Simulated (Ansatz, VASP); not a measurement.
CsI in VASP and in Ansatz

The input INCAR:

```
PREC = Accurate
ENCUT = 500
EDIFF = 1E-6
ISMEAR = 0
SIGMA = 0.01
LREAL = False
LASPH = True
NELM = 120
ALGO = Normal
ISIF = 2
LWAVE = False
LCHARG = False
GGA = PS
NBANDS = 15
GGA_COMPAT = False
```

Contents of KPOINTS:

```
Automatic mesh
0
Gamma
  6 6 6
```

File POSCAR:

```
CsI
1.0
    4.5031916819      0.0000000000      0.0000000000
    0.0000000000      4.5031916819      0.0000000000
    0.0000000000      0.0000000000      4.5031916819
Cs I
1 1
Direct
    0.0000000000      0.0000000000      0.0000000000
    0.5000000000      0.5000000000      0.5000000000
```

Input for Ansatz:

```yaml
crystal:
  lattice:
    - [4.5031916819, 0.0, 0.0]
    - [0.0, 4.5031916819, 0.0]
    - [0.0, 0.0, 4.5031916819]
  atoms:
    - { symbol: Cs, position: [0.0, 0.0, 0.0] }
    - { symbol: I, position: [0.5, 0.5, 0.5] }
kpoints:
  mp_grid: { grid: [6, 6, 6] }
scf:
  occupations: { method: fixed }
hamiltonian:
  xc: pbesol
  pseudopotentials: { kind: all_electron, lapw: { basis_error: 0.001 } }
output:
  forces: true
  stress: true
  eigenvalues: true
  eigenstates:
    nscf_kmesh: { grid: [10, 10, 10] }
    de_dk: true
    e_range: [-9, 13.85435539045]
  optics:
    e_range: [0, 25]
    de: 0.2
    sigma: 0.15
    bands: { spectra_wanted_up_to: 25 }
    nscf_kmesh: { grid: [10, 10, 10] }
checkpoint:
  write: ck
  write_wavefunctions: false
```

Alike in both runs: task single point; functional PBEsol; k mesh 6 × 6 × 6; no spin polarisation.

```csv
,VASP,Ansatz
version,VASP 6.6.1,Ansatz 0.2.0
potentials or method,"VASP PAW PBE potentials, release 64 (Cs_sv, I), cutoff 500 eV","all-electron LAPW, scalar-relativistic"
occupations,"gaussian, width 0.01 eV",fixed
```

```tsv
	VASP	Ansatz	Ansatz less VASP
gap on the k mesh at the Fermi level (eV)	3.84	3.85	+0.014
pressure (GPa)	0.1	0.0	-0.05
```

VASP's potentials were made for PBE, not for PBEsol. Ansatz ran all-electron here, and VASP with PAW potentials.

Neither program's run includes spin-orbit coupling.
